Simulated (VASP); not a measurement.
KCl, 2 atoms in the cell. Symmetry: P4/mmm, No. 123, tetragonal system. Conventional cell: a = 3.634 Å, b = 3.634 Å, c = 3.743 Å, α = 90.00°, β = 90.00°, γ = 90.00°. K (site symmetry 4/mmm) has 8 Cl at 3.18 Å and 6 K at 3.63 to 3.74 Å within 4.2 Å. Within 4.2 Å of Cl (site symmetry 4/mmm) lie 8 K at 3.18 Å and 6 Cl at 3.63 to 3.74 Å.  This cell differs from its parent crystal: zz strain of +3 %.

* Program: VASP 6.6.1
* Task: electric field gradients
* Functional: PBE
* Potentials or basis: VASP PAW PBE potentials, release 64 (K_sv, Cl)
* Cutoff: 400 eV
* k mesh: 7 × 7 × 7
* Occupations: fermi-dirac, width 0.02 eV
* Spin: no spin polarisation
* Dipole correction: no
* Further INCAR settings: ALGO = Normal; EDIFF = 1e-08; NBANDS = 15

Potentials or basis: VASP PAW PBE potentials, release 64 (K_sv, Cl).

The run is started by

```bash
$ cat potpaw_PBE.64/K_sv/POTCAR potpaw_PBE.64/Cl/POTCAR > POTCAR
$ mpirun -np 1 vasp_std > vasp.out
```

Hardware: 1 thread of Intel(R) Xeon(R) 6975P-C (Granite Rapids), with other jobs on the host.

Question: Estimate the wall time of this run.

Answer: Run time: 6.7 s on 1 thread of Intel(R) Xeon(R) 6975P-C (Granite Rapids), on a shared host, peak memory 0.14 GiB. Counts: scf iterations 17, k points 40.
